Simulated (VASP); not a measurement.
Runs of VASP 6.6.1 on Si. The structure is that of space group P6_3/mmc (No. 194), or close to it. The cells are those of the table. 

```csv
task,cell,cutoff (eV),gap on the mesh (eV),pressure (GPa)
relaxation of cell and atoms,"relaxed from a = 2.790, b = 2.790, c = 4.556 Å, angles 90.0, 90.0, 120.0°, 2 atoms",600,none,0.0
single point,"a = 2.719, b = 2.719, c = 4.482 Å, angles 90.0, 90.0, 120.0°, 2 atoms",520,none,-0.1
single point,"a = 2.737, b = 2.737, c = 4.512 Å, angles 90.0, 90.0, 120.0°, 2 atoms",520,none,(a)
single point,"a = 2.701, b = 2.701, c = 4.452 Å, angles 90.0, 90.0, 120.0°, 2 atoms",520,none,1.7
```

Alike in all rows: level PBE; potentials or basis VASP PAW PBE potentials, release 64 (Si); no spin polarisation; k mesh 11 × 11 × 6; smearing fermi-dirac 0.05 eV.

Estimate the missing entries.

(a) -1.6.

A gap of «none» marks levels without a gap at the run's occupations.
